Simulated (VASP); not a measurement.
A run of VASP 6.6.1 is set up as follows.

File INCAR:

```
SYSTEM = KCl
  PREC = Accurate
  ENCUT = 520
  EDIFF = 1E-6
  ISMEAR = -1
  SIGMA = 0.02
  LREAL = .False.
  LASPH = .True.
  NELM = 60
  ALGO = Normal
  ISIF = 2
  LWAVE = .False.
  LCHARG = .False.
  GGA = PE
  NBANDS = 15
```

KPOINTS

```
Automatic mesh
0
Gamma
  7 7 7
  0 0 0
```

Contents of POSCAR:

```
KCl
1.0
    3.6340000000      0.0000000000      0.0000000000
    0.0000000000      3.6340000000      0.0000000000
    0.0000000000      0.0000000000      3.5976600000
K Cl
1 1
Direct
    0.0000000000      0.0000000000      0.0000000000
    0.5000000000      0.5000000000      0.5000000000
```

Potentials or basis: VASP PAW PBE potentials, release 64 (K_sv, Cl).

The run is started by

```sh
$ cat potpaw_PBE.64/K_sv/POTCAR potpaw_PBE.64/Cl/POTCAR > POTCAR
$ mpirun -np 1 vasp_std > vasp.out
```

Task: Predict the band gap on the k mesh.

Result: 5.63 eV, indirect (least direct gap 5.82 eV).

Task: Predict the pressure.

Result: 4.9 GPa.

Stress tensor (GPa, compression positive):
```
4.76 0.00 0.00
0.00 4.76 0.00
0.00 0.00 5.29
```

Caveat: the cell differs from its parent crystal (zz strain of -1 %). A k mesh can miss the band edges.
